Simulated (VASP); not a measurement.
Set up this calculation in VASP 6.6.1, as the native input.

| Item | Value |
| --- | --- |
| Task | single point |
| Functional | PBE |
| Potentials or basis | VASP PAW PBE potentials, release 64 (B, N) |
| Cutoff | 520 eV |
| k mesh | 6 × 4 × 2 |
| Occupations | gaussian, width 0.1 eV |
| Spin | no spin polarisation |
| Dipole correction | no |
| Further INCAR settings | ALGO = Normal; EDIFF = 1e-07; NBANDS = 26 |

The structure of BN lies in POSCAR:

```
BN
1.0
    2.1755956940     -1.2560818633     -0.0073497797
   -2.1755956940     -3.7682455899      0.0073497797
    0.6519228272      1.2560818633     -8.3580893653
B N
4 4
Direct
    0.9999984980      0.9997791854      0.9993360543
    0.4999984980      0.9997791854      0.4993360543
    0.4999984980      0.4997791855      0.9993360543
    0.9999984980      0.4997791854      0.4993360543
    0.0000014970      0.6664373245      0.9993134707
    0.5000014971      0.6664373245      0.4993134707
    0.5000014970      0.1664373246      0.9993134707
    0.0000014971      0.1664373245      0.4993134707
```

These files were run (other wordings do the same):

INCAR

```
PREC = Accurate
ENCUT = 520
EDIFF = 1E-7
ISMEAR = 0
SIGMA = 0.1
LREAL = False
LASPH = True
NELM = 100
ALGO = Normal
ISIF = 2
LWAVE = False
LCHARG = False
GGA = PE
NBANDS = 26
```

KPOINTS

```
regular mesh
0
Gamma
  6 4 2
```

Potentials or basis: VASP PAW PBE potentials, release 64 (B, N).

Launch:

```bash
$ cat potpaw_PBE.64/B/POTCAR potpaw_PBE.64/N/POTCAR > POTCAR
$ mpirun -np 1 vasp_std > vasp.out
```

Results of the run:

```json
{
  "Pressure": "0.1 GPa",
  "Largest force": "0.009 eV/Å",
  "Band gap on the k mesh": "4.39 eV"
}
```

Caveat: this functional lacks dispersion, which binds the layers, so the pressure and a relaxed spacing across them are unreliable.

Wall time 34 s on 1 thread of AMD EPYC 9R45 96-Core Processor (Zen 5), on a shared host, peak memory 0.18 GiB.
